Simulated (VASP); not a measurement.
# MgF2 (rutile type) (P4_2/mnm) in VASP: notebook

MgF2 (rutile type) is run at these levels: LDA; tasks: single point.

Program: VASP 6.6.1. These are calculated values, not measurements. Logs are shortened: lines on timing, memory, paths and dates and some standing lists are left out, and cuts for length are marked.

## Step 1: The cell of the first run

The structure is tetragonal, space group P4_2/mnm (No. 136). Conventional cell: a = 4.556 Å, b = 4.556 Å, c = 3.012 Å, α = 90.00°, β = 90.00°, γ = 90.00°. Mg (site symmetry mmm) has 6 F at 1.95 to 1.97 Å within 2.6 Å. F (site symmetry m2m) has 3 Mg at 1.95 to 1.97 Å and 1 F at 2.54 Å within 2.6 Å.

## Step 2: Single point, LDA

The input, POSCAR:

```
MgF2
1.0
    4.5561233870      0.0000000000      0.0000000000
    0.0000000000      4.5561233870      0.0000000000
    0.0000000000      0.0000000000      3.0120341048
Mg F
2 4
Direct
    0.0000000000      0.0000000000      0.0000000000
    0.5000000000      0.5000000000      0.5000000000
    0.3029800056      0.3029800056      0.0000000000
    0.6970199944      0.6970199944      0.0000000000
    0.8029800056      0.1970199944      0.5000000000
    0.1970199944      0.8029800056      0.5000000000
```

The input, INCAR.step1:

```
ALGO = Normal
EDIFF = 1E-6
ENCUT = 520
GGA_COMPAT = F
ISIF = 2
ISMEAR = -1
LASPH = T
LCHARG = T
LORBIT = 11
LREAL = F
LWAVE = F
NBANDS = 25
NEDOS = 2001
NELM = 120
PREC = Accurate
SIGMA = 0.1
```

The input, KPOINTS.step1:

```
k-points
0
Gamma
  7 7 10
```

The input, INCAR.step2:

```
ALGO = Normal
EDIFF = 1E-6
ENCUT = 520
GGA_COMPAT = F
ICHARG = 11
ISIF = 2
ISMEAR = -5
LASPH = T
LCHARG = F
LORBIT = 10
LREAL = F
LWAVE = F
NBANDS = 25
NEDOS = 2001
NELM = 120
PREC = Accurate
SIGMA = 0.1
```

The input, KPOINTS.step2:

```
k-points
0
Gamma
  11 11 15
```

Potentials or basis: VASP PAW LDA potentials, release 64 (Mg, F).

Started as:

```bash
$ cat potpaw_LDA.64/Mg/POTCAR potpaw_LDA.64/F/POTCAR > POTCAR
$ cp INCAR.step1 INCAR
$ cp KPOINTS.step1 KPOINTS
$ mpirun -np 1 vasp_std > vasp.out
$ cp INCAR.step2 INCAR
$ cp KPOINTS.step2 KPOINTS
$ mpirun -np 1 vasp_std > vasp.out
```

OUTCAR:

```text
EDIFF = 1E-6
   ENCUT = 520
   ICHARG = 11
   ISIF = 2
   ISMEAR = -5
   LASPH = T
   LORBIT = 10
   LREAL = F
   NELM = 120
   PREC = Accurate

 ion  position               nearest neighbor table
   1  0.000  0.000  0.000-   3 1.95   4 1.95   5 1.97   6 1.97   5 1.97   6 1.97   2 3.56   2 3.56
                             2 3.56   2 3.56   2 3.56   2 3.56   2 3.56   2 3.56
   2  0.500  0.500  0.500-   5 1.95   6 1.95   3 1.97   4 1.97   3 1.97   4 1.97   1 3.56   1 3.56
                             1 3.56   1 3.56   1 3.56   1 3.56   1 3.56   1 3.56
   3  0.303  0.303  0.000-   1 1.95   2 1.97   2 1.97
   4  0.697  0.697  0.000-   1 1.95   2 1.97   2 1.97
   5  0.803  0.197  0.500-   2 1.95   1 1.97   1 1.97
   6  0.197  0.803  0.500-   2 1.95   1 1.97   1 1.97

  LATTYP: Found a simple tetragonal cell.
 ALAT       =     4.5561233870
 C/A-ratio  =     0.6610958152

  Lattice vectors:

 A1 = (   4.5561233870,   0.0000000000,   0.0000000000)
 A2 = (   0.0000000000,   4.5561233870,   0.0000000000)
 A3 = (   0.0000000000,   0.0000000000,   3.0120341048)

Analysis of symmetry for initial positions (statically):
=====================================================================
 Subroutine PRICEL returns:
 Original cell was already a primitive cell.

 Routine SETGRP: Setting up the symmetry group for a
 simple tetragonal supercell.

 Subroutine GETGRP returns: Found 16 space group operations
 (whereof  8 operations were pure point group operations)
 out of a pool of 16 trial point group operations.

The static configuration has the point symmetry D_2h.
 The point group associated with its full space group is D_4h.

Analysis of symmetry for dynamics (positions and initial velocities):
=====================================================================
 Subroutine PRICEL returns:
 Original cell was already a primitive cell.

 Routine SETGRP: Setting up the symmetry group for a
 simple tetragonal supercell.

 Subroutine GETGRP returns: Found 16 space group operations
 (whereof  8 operations were pure point group operations)
 out of a pool of 16 trial point group operations.

The dynamic configuration has the point symmetry D_2h.
 The point group associated with its full space group is D_4h.

 Subroutine INISYM returns: Found 16 space group operations
 (whereof  8 operations are pure point group operations),
 and found     1 'primitive' translations

----------------------------------------------------------------------------------------

                                     Primitive cell

  volume of cell :      62.5246

  direct lattice vectors                    reciprocal lattice vectors
     4.556123387  0.000000000  0.000000000     0.219484837  0.000000000  0.000000000
     0.000000000  4.556123387  0.000000000     0.000000000  0.219484837  0.000000000
     0.000000000  0.000000000  3.012034105     0.000000000  0.000000000  0.332001553

  length of vectors
     4.556123387  4.556123387  3.012034105     0.219484837  0.219484837  0.332001553

  position of ions in fractional coordinates (direct lattice)
     0.000000000  0.000000000  0.000000000
     0.500000000  0.500000000  0.500000000
     0.302980006  0.302980006  0.000000000
     0.697019994  0.697019994  0.000000000
     0.802980006  0.197019994  0.500000000
     0.197019994  0.802980006  0.500000000

  ion indices of the primitive-cell ions
   primitive index   ion index
                 1           1
                 2           2
                 3           3
                 4           4
                 5           5
                 6           6

----------------------------------------------------------------------------------------

 KPOINTS: k-points

Automatic generation of k-mesh.
 Grid dimensions read from file:
 generate k-points for:   11   11   15

 Generating k-lattice:

  Cartesian coordinates                     Fractional coordinates (reciprocal lattice)
     0.019953167  0.000000000  0.000000000     0.090909091  0.000000000  0.000000000
     0.000000000  0.019953167  0.000000000     0.000000000  0.090909091  0.000000000
     0.000000000  0.000000000  0.022133437     0.000000000  0.000000000  0.066666667

  Length of vectors
     0.019953167  0.019953167  0.022133437

  Shift w.r.t. Gamma in fractional coordinates (k-lattice)
     0.000000000  0.000000000  0.000000000

 TETIRR: Found   2696 inequivalent tetrahedra from    10890

 Subroutine IBZKPT returns following result:
 ===========================================

 Found    168 irreducible k-points:

 Following reciprocal coordinates:
            Coordinates               Weight
  0.000000  0.000000  0.000000      1.000000
  0.090909  0.000000  0.000000      4.000000
  0.181818  0.000000  0.000000      4.000000
  0.272727  0.000000  0.000000      4.000000
  0.363636  0.000000  0.000000      4.000000
  0.454545  0.000000  0.000000      4.000000
[... 16 lines left out ...]
  0.090909  0.000000  0.066667      8.000000
  0.181818  0.000000  0.066667      8.000000
 [... further k-points ...]
   k-points           NKPTS =    168   k-points in BZ     NKDIM =    168   number of bands    NBANDS=     25
   number of dos      NEDOS =   2001   number of ions     NIONS =      6
   total plane-waves  NPLWV =  31104
   dimension x,y,z NGX =    36 NGY =   36 NGZ =   24
   dimension x,y,z NGXF=    72 NGYF=   72 NGZF=   48
   ions per type =               2   4
   NGX,Y,Z   is equivalent  to a cutoff of  13.14, 13.14, 13.25 a.u.
   NGXF,Y,Z  is equivalent  to a cutoff of  26.27, 26.27, 26.49 a.u.
 SYSTEM =  unknown system
   PREC   = accura    normal or accurate (medium, high low for compatibility)
   ISTART =      0    job   : 0-new  1-cont  2-samecut
   ICHARG =     11    charge: 1-file 2-atom 10-const
   ISPIN  =      1    spin polarized calculation?
   LNONCOLLINEAR =      F non collinear calculations
   LSORBIT =      F    spin-orbit coupling
   LASPH  =      T    aspherical Exc in radial PAW
   ENCUT  =  520.0 eV  38.22 Ry    6.18 a.u.   8.47  8.47  5.60*2*pi/ulx,y,z
   NELM   =    120;   NELMIN=  2; NELMDL=  0     # of ELM steps
   EDIFF  = 0.1E-05   stopping-criterion for ELM
   LREAL  =      F    real-space projection
   EDIFFG = 0.1E-04   stopping-criterion for IOM
   NSW    =      0    number of steps for IOM
   IBRION =     -1    ionic relax: 0-MD 1-quasi-New 2-CG
   NFREE  =      0    steps in history (QN), initial steepest desc. (CG)
   ISIF   =      2    stress and relaxation
   ISYM   =      2    0-nonsym 1-usesym 2-fastsym
   POTIM  = 0.5000    time-step for ionic-motion
   TEBEG  =    0.0;   TEEND  =   0.0 temperature during run
   PSTRESS=    0.0 pullay stress
   NELECT =      32.0000    total number of electrons
   NUPDOWN=      -1.0000    fix difference up-down
   EMIN   =  10.00;   EMAX   =-10.00  energy-range for DOS
   EFERMI =   0.00;   METHOD = LEGACY
   ISMEAR =    -5;   SIGMA  =   0.10  broadening in eV -4-tet -1-fermi 0-gaus
   EFERMI_NEDOS =   21; number of points for ismear=-14 and -15
   IALGO  =     38    algorithm
   IMIX   =      4    mixing-type and parameters
     AMIX     =   0.40;   BMIX     =  1.00
     AMIX_MAG =   1.60;   BMIX_MAG =  1.00
  volume/ion in A,a.u.               =      10.42        70.32
  Fermi-wavevector in a.u.,A,eV,Ry     =   1.309507  2.474610 23.331393  1.714809
  Thomas-Fermi vector in A             =   2.440101
   LORBIT       =     10    0 simple, 1 ext, 2 COOP (PROOUT), +10 PAW based schemes
   GGA     = CA    functional components
   LHFCALC =     F    Hartree Fock is set to
   AEXX    =    0.0000 exact exchange contribution
   IVDW    =     0    specifies the selected vdW correction
   LEPSILON=     F    determine dielectric tensor
   LRPA    =     F    only Hartree local field effects (RPA)
 non-spin polarized calculation
 Fermi weights with tetrahedron method with Bloechl corrections
  energy-cutoff  :      520.00
  volume of cell :       62.52
 maximum number of plane-waves:      1700
 NGX is ok and might be reduce to    36

 number of electron      32.0000029 magnetization

 Free energy of the ion-electron system (eV)
  ---------------------------------------------------
  ext. energy  EPLUGINS =         0.00000000
  ---------------------------------------------------
  free energy    TOTEN  =       -35.08040486 eV

  energy without entropy =      -35.08040486  energy(sigma->0) =      -35.08040486

 E-fermi :  -1.2964     XC(G=0): -10.6826

 val. band max:       -1.3152210803   @ k =   0.0000   0.0000   0.0000
 cond. band min:       5.7407905062   @ k =   0.0000   0.0000   0.0000
 fundamental gap:      7.0560115865
 Fermi energy:        -1.2964247161

 k-point     1 :       0.0000    0.0000    0.0000
  band No.  band energies     occupation
      1     -21.8694      2.00000
      2     -20.9211      2.00000
      3     -20.9211      2.00000
      4     -20.8146      2.00000
      5      -5.6684      2.00000
      6      -4.0897      2.00000
[... 17 lines left out ...]
     24      17.2710      0.00000
     25      17.2713      0.00000

 k-point     2 :       0.0909    0.0000    0.0000
  band No.  band energies     occupation
      1     -21.8538      2.00000
      2     -20.9582      2.00000
      3     -20.9167      2.00000
      4     -20.8004      2.00000
      5      -5.6348      2.00000
      6      -4.0777      2.00000
[... 17 lines left out ...]
     24      17.1780      0.00000
     25      17.3017      0.00000

 k-point     3 :       0.1818    0.0000    0.0000
  band No.  band energies     occupation
      1     -21.8079      2.00000
      2     -21.0407      2.00000
      3     -20.9042      2.00000
      4     -20.7837      2.00000
      5      -5.5382      2.00000
      6      -4.0255      2.00000
[... 17 lines left out ...]
     24      16.9447      0.00000
     25      17.3333      0.00000

 k-point     4 :       0.2727    0.0000    0.0000
  band No.  band energies     occupation
      1     -21.7339      2.00000
      2     -21.1474      2.00000
      3     -20.8845      2.00000
      4     -20.7806      2.00000
      5      -5.3903      2.00000
      6      -4.2516      2.00000
[... 17 lines left out ...]
     24      16.6890      0.00000
     25      17.2325      0.00000
[... 477 lines left out ...]
 k-point    22 :       0.0000    0.0000    0.0667
  band No.  band energies     occupation
      1     -21.8510      2.00000
      2     -20.9173      2.00000
      3     -20.9173      2.00000
      4     -20.8176      2.00000
      5      -5.6381      2.00000
      6      -4.0565      2.00000
[... 17 lines left out ...]
     24      17.2707      0.00000
     25      17.2722      0.00000

 k-point    23 :       0.0909    0.0000    0.0667
  band No.  band energies     occupation
      1     -21.8355      2.00000
      2     -20.9542      2.00000
      3     -20.9130      2.00000
      4     -20.8028      2.00000
      5      -5.6050      2.00000
      6      -4.0472      2.00000
[... 17 lines left out ...]
     24      17.1680      0.00000
     25      17.2890      0.00000

 k-point    24 :       0.1818    0.0000    0.0667
  band No.  band energies     occupation
      1     -21.7901      2.00000
      2     -21.0356      2.00000
      3     -20.9008      2.00000
      4     -20.7861      2.00000
      5      -5.5096      2.00000
      6      -4.0041      2.00000
[... 17 lines left out ...]
     24      16.9094      0.00000
     25      17.2787      0.00000

 [... further k-points ...]

------------------------ aborting loop because EDIFF is reached ----------------------------------------

  FORCE on cell =-STRESS in cart. coord.  units (eV):
  Direction    XX          YY          ZZ          XY          YZ          ZX
  --------------------------------------------------------------------------------------
  -------------------------------------------------------------------------------------
  Total       -0.7463093     -0.7463093     -0.6241939     -0.0000000      0.0000000      0.0000000
  in kB      -19.1239938    -19.1239938    -15.9948156     -0.0000000      0.0000000      0.0000000
  external PRESSURE =     -18.0809344 kB  Pullay stress =       0.0000000 kB

 VOLUME and BASIS-vectors are now :
 -----------------------------------------------------------------------------
  energy-cutoff  :      520.00
  volume of cell :       62.52
      direct lattice vectors                 reciprocal lattice vectors
     4.556123387  0.000000000  0.000000000     0.219484837  0.000000000  0.000000000
     0.000000000  4.556123387  0.000000000     0.000000000  0.219484837  0.000000000
     0.000000000  0.000000000  3.012034105     0.000000000  0.000000000  0.332001553

 POSITION                                       TOTAL-FORCE (eV/Angst)
 -----------------------------------------------------------------------------------
      0.00000      0.00000      0.00000        -0.000000     -0.000000     -0.000000
      2.27806      2.27806      1.50602        -0.000000     -0.000000     -0.000000
      1.38041      1.38041      0.00000        -0.010676     -0.010676      0.000000
      3.17571      3.17571      0.00000         0.010676      0.010676     -0.000000
      3.65848      0.89765      1.50602        -0.010676      0.010676     -0.000000
      0.89765      3.65848      1.50602         0.010676     -0.010676      0.000000
 -----------------------------------------------------------------------------------
    total drift:                                0.000000      0.000000     -0.000000

  FREE ENERGIE OF THE ION-ELECTRON SYSTEM (eV)
  ---------------------------------------------------
  free  energy   TOTEN  =       -35.0804048586 eV

  energy  without entropy=      -35.0804048586  energy(sigma->0) =      -35.08040486

 total charge

# of ion       s       p       d       tot
------------------------------------------
    1        0.138   0.182   0.087   0.407
    2        0.138   0.182   0.087   0.407
    3        1.722   4.415   0.000   6.137
    4        1.722   4.415   0.000   6.137
    5        1.722   4.415   0.000   6.137
    6        1.722   4.415   0.000   6.137
--------------------------------------------------
tot          7.165  18.025   0.174  25.364
```

Wall time 64 s (1 thread of Intel Xeon 6975P-C (Granite Rapids), shared host); peak memory 0.31 GiB.

Results:

```yaml
Valence_electrons_inside_the_program's_atomic_spheres: Mg 0.41; F 6.14
```

Levels at points of the mesh, in eV from the valence-band top:
```tsv
k point	band 14	band 15	band 16	band 17	band 18	band 19
(0.00, 0.00, 0.00)	-0.33	-0.33	0.00	7.06	12.11	12.11
```

## Step 3: Single point, LDA (10.42 Å³/atom)

POSCAR is that of step 2.

The input, INCAR.step1:

```
SYSTEM = MgF2
  PREC = Accurate
  ENCUT = 520
  EDIFF = 1E-6
  ISMEAR = -1
  SIGMA = 0.1
  LREAL = .FALSE.
  LASPH = .TRUE.
  NELM = 120
  ALGO = Normal
  ISIF = 2
  LWAVE = .FALSE.
  LCHARG = .TRUE.
  NBANDS = 25
  GGA_COMPAT = .FALSE.
  NEDOS = 2001
  LORBIT = 11
```

The input, KPOINTS.step1:

```
regular mesh
0
G
  7 7 10
  0 0 0
```

The input, INCAR.step2:

```
SYSTEM = MgF2
  PREC = Accurate
  ENCUT = 520
  EDIFF = 1E-6
  ISMEAR = -5
  SIGMA = 0.1
  LREAL = .FALSE.
  LASPH = .TRUE.
  NELM = 120
  ALGO = Normal
  ISIF = 2
  LWAVE = .FALSE.
  LCHARG = .FALSE.
  LORBIT = 11
  NBANDS = 25
  NEDOS = 1001
  ICHARG = 11
  GGA_COMPAT = .FALSE.
```

The input, KPOINTS.step2:

```
regular mesh
0
G
  11 11 15
  0 0 0
```

Potentials or basis: VASP PAW LDA potentials, release 64 (Mg, F).

Started as:

```bash
$ cat potpaw_LDA.64/Mg/POTCAR potpaw_LDA.64/F/POTCAR > POTCAR
$ cp INCAR.step1 INCAR
$ cp KPOINTS.step1 KPOINTS
$ mpirun -np 1 vasp_std > vasp.out
$ cp INCAR.step2 INCAR
$ cp KPOINTS.step2 KPOINTS
$ mpirun -np 1 vasp_std > vasp.out
```

Wall time 59 s (1 thread of Intel Xeon 6975P-C (Granite Rapids), shared host); peak memory 0.31 GiB.

The run converged. Its results:

```
Valence electrons inside the program's atomic spheres : Mg 0.41; F 6.14
```

Levels at points of the mesh, in eV from the valence-band top:
```tsv
k point	band 14	band 15	band 16	band 17	band 18	band 19
(0.00, 0.00, 0.00)	-0.33	-0.33	0.00	7.06	12.11	12.11
```
